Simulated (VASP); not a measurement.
# Ta (P6/mmm) in VASP: a series of runs, part 2 of 2

VASP 6.6.1.

## (3) Single point, LDA (15.43 Å³/atom)

This run uses another cell than the first one, of 15.43 Å³/atom.

INCAR

```
PREC = Accurate
ENCUT = 520
EDIFF = 1E-7
ISMEAR = -1
SIGMA = 0.1
LREAL = False
LASPH = True
NELM = 80
ALGO = Normal
ISIF = 2
LWAVE = False
LCHARG = False
NBANDS = 24
```

KPOINTS

```
regular mesh
0
Gamma
  9 9 13
```

POSCAR

```
Ta
1.0
    4.5671781912      0.0000000000      0.0000000000
   -2.2835890956      3.9552923372      0.0000000000
    0.0000000000      0.0000000000      2.5623173937
Ta
3
Direct
    1.0000000000      1.0000000000      0.0000000000
    0.3333333333      0.6666666667      0.5000000000
    0.6666666667      0.3333333333      0.5000000000
```

Potentials or basis: VASP PAW LDA potentials, release 64 (Ta_pv).

Run with:

```bash
> cat potpaw_LDA.64/Ta_pv/POTCAR > POTCAR
> mpirun -np 1 vasp_std > vasp.out
```

Wall time 2.4 min (1 thread of AMD EPYC 7R13, shared host); peak memory 0.17 GiB.

The run converged. Its results:

| Property | Result |
| --- | --- |
| Free energy | -37.1761 eV |
| Pressure | 35.3 GPa |
| Band gap on the k mesh | zero (an odd number of electrons rules out a gap without spin polarisation) |

Stress tensor (GPa, compression positive):
```
34.25  0.00  0.00
 0.00 34.25  0.00
 0.00  0.00 37.33
```

Levels at points of the mesh, in eV from the Fermi level:
| k point | band 15 | band 16 | band 17 | band 18 | band 19 | band 20 |
| --- | --- | --- | --- | --- | --- | --- |
| (0.00, 0.00, 0.00) | -1.44 | -1.44 | -0.97 | 0.97 | 0.97 | 3.78 |

Caveat: the cell stands under pressure; spin-orbit coupling is left out, which moves the levels of the heavy elements.

## (4) Single point, LDA (16.13 Å³/atom)

This run uses another cell than the first one, of 16.13 Å³/atom.

INCAR

```
PREC = Accurate
ENCUT = 520
EDIFF = 1E-6
ISMEAR = -1
SIGMA = 0.1
LREAL = False
LASPH = True
NELM = 80
ALGO = Normal
ISIF = 2
LWAVE = False
LCHARG = True
GGA = CA
LELF = True
LVHAR = True
NBANDS = 24
```

KPOINTS

```
Automatic mesh
0
Gamma
  9 9 13
```

POSCAR

```
Ta
1.0
    4.6353550812      0.0000000000      0.0000000000
   -2.3176775406      4.0143352559      0.0000000000
    0.0000000000      0.0000000000      2.6005665760
Ta
3
Direct
    1.0000000000      1.0000000000      0.0000000000
    0.3333333333      0.6666666667      0.5000000000
    0.6666666667      0.3333333333      0.5000000000
```

Potentials or basis: VASP PAW LDA potentials, release 64 (Ta_pv).

Run with:

```bash
> cat potpaw_LDA.64/Ta_pv/POTCAR > POTCAR
> mpirun -np 1 vasp_std > vasp.out
```

OUTCAR:

```text
PREC = Accurate
   ENCUT = 520
   EDIFF = 1E-6
   ISMEAR = -1
   LREAL = False
   LASPH = True
   NELM = 80
   ISIF = 2
   GGA = CA

 ion  position               nearest neighbor table
   1  0.000  0.000  0.000-   2 2.98   3 2.98   2 2.98   3 2.98   3 2.98   3 2.98   2 2.98   2 2.98
                             3 2.98   3 2.98   2 2.98   2 2.98
   2  0.333  0.667  0.500-   3 2.68   3 2.68   3 2.68   1 2.98   1 2.98   1 2.98   1 2.98   1 2.98
                             1 2.98
   3  0.667  0.333  0.500-   2 2.68   2 2.68   2 2.68   1 2.98   1 2.98   1 2.98   1 2.98   1 2.98
                             1 2.98

[... 846 lines left out ...]
  Direction    XX          YY          ZZ          XY          YZ          ZX
  --------------------------------------------------------------------------------------
  -------------------------------------------------------------------------------------
  Total        6.2901354      6.2901354      6.8288836      0.0000000     -0.0000000      0.0000000
  in kB      208.2600422    208.2600422    226.0974517      0.0000000     -0.0000000      0.0000000
  external PRESSURE =     214.2058454 kB  Pullay stress =       0.0000000 kB

 VOLUME and BASIS-vectors are now :
 -----------------------------------------------------------------------------
  energy-cutoff  :      520.00
  volume of cell :       48.39
      direct lattice vectors                 reciprocal lattice vectors
     4.635355081  0.000000000  0.000000000     0.215733203  0.124553623  0.000000000
    -2.317677541  4.014335256  0.000000000     0.000000000  0.249107246  0.000000000
     0.000000000  0.000000000  2.600566576     0.000000000  0.000000000  0.384531590

 POSITION                                       TOTAL-FORCE (eV/Angst)
 -----------------------------------------------------------------------------------
      0.00000      0.00000      0.00000         0.000000      0.000000     -0.000000
     -0.00000      2.67622      1.30028        -0.000000     -0.000000      0.000000
      2.31768      1.33811      1.30028         0.000000      0.000000     -0.000000
 -----------------------------------------------------------------------------------
    total drift:                                0.000000      0.000000     -0.000000

  FREE ENERGIE OF THE ION-ELECTRON SYSTEM (eV)
  ---------------------------------------------------
  free  energy   TOTEN  =       -37.5461649033 eV

  energy  without entropy=      -37.4646053577  energy(sigma->0) =      -37.50538513
```

Wall time 2.4 min (1 thread of AMD EPYC 7R13, shared host); peak memory 0.17 GiB.

What came out:

- Free energy: -37.5462 eV
- Pressure: 21.4 GPa
- Band gap on the k mesh: zero (an odd number of electrons rules out a gap without spin polarisation)

Levels at points of the mesh, in eV from the Fermi level:
```tsv
k point	band 14	band 15	band 16	band 17	band 18	band 19	band 20	band 21
(0.00, 0.00, 0.00)	-1.44	-1.43	-1.43	-0.90	0.98	0.98	3.65	3.65
```

Caveat: the cell stands under pressure; spin-orbit coupling is left out, which moves the levels of the heavy elements.

## (5) Single point, LDA (16.83 Å³/atom)

This run uses another cell than the first one, of 16.83 Å³/atom.

INCAR

```
PREC     = Accurate       # precision mode
ENCUT    = 520            # plane-wave cutoff, eV
EDIFF    = 1E-6           # SCF threshold, eV
ISMEAR   = -1             # smearing method
SIGMA    = 0.1            # smearing width, eV
LREAL    = F              # projectors in reciprocal space
LASPH    = T              # aspherical terms in the spheres
NELM     = 80             # most SCF steps
ALGO     = Normal         # electronic algorithm
ISIF     = 2              # what is computed and relaxed
LWAVE    = F              # write WAVECAR
LCHARG   = T              # write CHGCAR
GGA      = CA             # functional
LELF     = T              # ELF
LVHAR    = T            
NBANDS   = 24             # bands
```

KPOINTS

```
regular mesh
0
Gamma
  9 9 13
```

POSCAR

```
Ta
1.0
    4.7015833873      0.0000000000      0.0000000000
   -2.3507916936      4.0716906514      0.0000000000
    0.0000000000      0.0000000000      2.6377225470
Ta
3
Direct
    1.0000000000      1.0000000000      0.0000000000
    0.3333333333      0.6666666667      0.5000000000
    0.6666666667      0.3333333333      0.5000000000
```

Run with:

```bash
> cat potpaw_LDA.64/Ta_pv/POTCAR > POTCAR
> mpirun -np 1 vasp_std > vasp.out
```

Run time: 2.2 min. Hardware: 1 thread of AMD EPYC 7R13, shared host; peak memory 0.17 GiB.

Results (log left out):

| Property | Result |
| --- | --- |
| Free energy | -37.7519 eV |
| Pressure | 10.1 GPa |
| Band gap on the k mesh | zero (an odd number of electrons rules out a gap without spin polarisation) |

Stress tensor (GPa, compression positive):
```
 9.90  0.00  0.00
 0.00  9.90  0.00
 0.00  0.00 10.58
```

Levels at points of the mesh, in eV from the Fermi level:
```tsv
k point	band 13	band 14	band 15	band 16	band 17	band 18	band 19	band 20	band 21	band 22
(0.00, 0.00, 0.00)	-1.42	-1.42	-1.42	-1.42	-0.83	0.98	0.98	3.52	3.52	3.59
```

Caveat: the cell stands under pressure; spin-orbit coupling is left out, which moves the levels of the heavy elements.

## (6) The runs side by side

| cell | k mesh | gap on the mesh (eV) | pressure (GPa) |
| --- | --- | --- | --- |
| a = 4.766, b = 4.766, c = 2.674 Å, angles 90.0, 90.0, 120.0°, 3 atoms | 8 × 8 × 11 | none | 0.8 |
| a = 4.567, b = 4.567, c = 2.562 Å, angles 90.0, 90.0, 120.0°, 3 atoms | 9 × 9 × 13 | none | 35.3 |
| a = 4.635, b = 4.635, c = 2.601 Å, angles 90.0, 90.0, 120.0°, 3 atoms | 9 × 9 × 13 | none | 21.4 |
| a = 4.702, b = 4.702, c = 2.638 Å, angles 90.0, 90.0, 120.0°, 3 atoms | 9 × 9 × 13 | none | 10.1 |

Alike in all rows: task single point; level LDA; potentials or basis VASP PAW LDA potentials, release 64 (Ta_pv); no spin polarisation; cutoff (eV) 520; smearing fermi-dirac 0.1 eV.

Caveats: spin-orbit coupling is left out, which moves the levels of the heavy elements; the cell stands under pressure (at least some runs).

Absolute energies hang on the potentials; compare differences alone.
